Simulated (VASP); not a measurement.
Set up this calculation in VASP 6.6.1, as the native input.

| Item | Value |
| --- | --- |
| Task | relaxation of cell and atoms |
| Functional | r2SCAN |
| Potentials or basis | VASP PAW PBE potentials, release 64 (Pd) |
| Cutoff | 600 eV |
| k mesh | 6 × 6 × 6 |
| Occupations | gaussian, width 0.1 eV |
| Spin | no spin polarisation |
| Dipole correction | no |
| Further INCAR settings | ALGO = Normal; EDIFF = 1e-06; IBRION = 2; EDIFFG = -0.03; NSW = 80; ISIF = 3 |

Pd:

```
CELL_PARAMETERS angstrom
3.89000 0.00000 0.00000
0.00000 3.89000 0.00000
0.00000 0.00000 3.89000
ATOMIC_POSITIONS crystal
Pd 0.00000 0.00000 0.00000
Pd 0.00000 0.50000 0.50000
Pd 0.50000 0.00000 0.50000
Pd 0.50000 0.50000 0.00000
```

One way to write it, as run:

POSCAR

```
Pd
1.0
    3.8900000000      0.0000000000      0.0000000000
    0.0000000000      3.8900000000      0.0000000000
    0.0000000000      0.0000000000      3.8900000000
Pd
4
Direct
    0.0000000000      0.0000000000      0.0000000000
    0.0000000000      0.5000000000      0.5000000000
    0.5000000000      0.0000000000      0.5000000000
    0.5000000000      0.5000000000      0.0000000000
```

INCAR.step1

```
SYSTEM = Pd
ALGO = Normal
EDIFF = 1E-4
ENCUT = 600
GGA = PE
ISMEAR = 0
LASPH = .TRUE.
LCHARG = .FALSE.
LREAL = .FALSE.
LWAVE = .TRUE.
NELM = 80
PREC = Accurate
SIGMA = 0.1
```

INCAR.step2

```
SYSTEM = Pd
ALGO = Normal
EDIFF = 1E-6
EDIFFG = -0.03
ENCUT = 600
IBRION = 2
ISIF = 3
ISMEAR = 0
ISTART = 1
LASPH = .TRUE.
LCHARG = .FALSE.
LMIXTAU = .TRUE.
LREAL = .FALSE.
LWAVE = .FALSE.
METAGGA = R2SCAN
NELM = 80
NSW = 80
PREC = Accurate
SIGMA = 0.1
```

KPOINTS

```
k-points
0
G
  6 6 6
  0 0 0
```

Potentials or basis: VASP PAW PBE potentials, release 64 (Pd).

The run is started by

```sh
$ cat potpaw_PBE.64/Pd/POTCAR > POTCAR
$ cp INCAR.step1 INCAR
$ mpirun -np 1 vasp_std > vasp.out
$ cp INCAR.step2 INCAR
$ mpirun -np 1 vasp_std > vasp.out
```

It gave:

* Relaxed volume: 14.96 Å³/atom
* Relaxed cell: a = 3.912 Å, b = 3.912 Å, c = 3.912 Å, α = 90.00°, β = 90.00°, γ = 90.00°
* Space group after relaxing (to 0.05 Å): Fm-3m (No. 225)
* Energy gained by relaxing: 2.5 meV/atom
* Ionic steps: 3
* Pressure after relaxing: 0.1 GPa
* Band gap on the k mesh: zero (band 20 reaches 9.65 eV, above the bottom of band 21 at 9.15 eV)

Caveat: the PAW data sets were made with another functional, which shifts forces and pressure a little.

Wall time 3.2 min on 1 thread of Intel(R) Xeon(R) Platinum 8488C (Sapphire Rapids) (shared host), peak memory 0.2 GiB.
